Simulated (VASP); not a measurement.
Crystal: Si4S.

```
Si S
1.0
     1.92000    1.10851    8.13333
    -1.92000    1.10851    8.13333
     0.00000   -2.21703    8.13333
Si S
4 1
Direct
  0.91300 0.91300 0.91300
  0.08700 0.08700 0.08700
  0.45200 0.45200 0.45200
  0.54800 0.54800 0.54800
  0.00000 0.00000 0.00000
```

| Item | Value |
| --- | --- |
| Program | VASP 6.6.1 |
| Task | relaxation of cell and atoms |
| Functional | PBE |
| Potentials or basis | VASP PAW PBE potentials, release 64 (Si, S) |
| Cutoff | 600 eV |
| k mesh | 5 × 5 × 5 |
| Occupations | gaussian, width 0.2 eV |
| Spin | no spin polarisation |

At the start: pressure 2.4 GPa; volume 20.77 Å³/atom.

Task: How do energy, volume and symmetry change on relaxing?

Result: Over 4 steps the energy falls by 7.5 meV/atom and the volume is 21.48 Å³/atom (+3.4 %); space group R-3m (No. 166, to 0.1 Å) before and after.

Step by step:
```csv
step,energy change (eV),largest force (eV/Å),pressure (GPa),volume (Å³)
1,0.0000,0.1205,2.37,103.86
2,-0.0322,0.1835,-0.82,108.54
3,-0.0345,0.1745,-0.20,107.52
4,-0.0377,0.0659,-0.01,107.38
```

Final structure:
```cif
data_structure
_symmetry_space_group_name_H-M 'P 1'
_symmetry_Int_Tables_number 1
_cell_length_a 8.4338
_cell_length_b 8.4338
_cell_length_c 8.4338
_cell_angle_alpha 26.779
_cell_angle_beta 26.779
_cell_angle_gamma 26.779
_cell_volume 107.38
loop_
_atom_site_label
_atom_site_type_symbol
_atom_site_fract_x
_atom_site_fract_y
_atom_site_fract_z
_atom_site_occupancy
Si1 Si 0.91293 0.91293 0.91293 1
Si2 Si 0.08707 0.08707 0.08707 1
Si3 Si 0.45147 0.45147 0.45147 1
Si4 Si 0.54853 0.54853 0.54853 1
S1 S 0.00000 0.00000 0.00000 1
```

Caveat: the relaxation stopped at a loose force limit of 0.08 eV/Å, so its end isn't a converged minimum.
